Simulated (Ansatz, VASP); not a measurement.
One calculation of LiH, two programs

```
Li H
1.0
     2.78165    0.00000    0.00000
    -1.39082    2.40898    0.00000
     0.00000    0.00000    4.88477
Li H
2 2
Direct
  0.00000 0.00000 0.00000
  0.00000 0.00000 0.50000
  0.33333 0.66667 0.25000
  0.66667 0.33333 0.75000
```

Alike in both runs: task single point; functional PBE; k mesh 9 × 9 × 4; no spin polarisation.

|  | VASP | Ansatz |
| --- | --- | --- |
| version | VASP 6.6.1 | Ansatz 0.2.0 |
| potentials or method | VASP PAW PBE potentials, release 64 (Li_sv, H) | plane waves, PAW |
| plane-wave cutoff (eV) | 520 | 420 |
| occupations | gaussian, width 0.01 eV | fixed |
| valence electrons in the cell | 8 | 8 |

|  | VASP | Ansatz | Ansatz less VASP |
| --- | --- | --- | --- |
| gap on the k mesh at the Fermi level (eV) | 4.48 | 4.48 | -0.002 |

Noted on VASP's run: the cutoff is short for stress, so the pressure is rough.
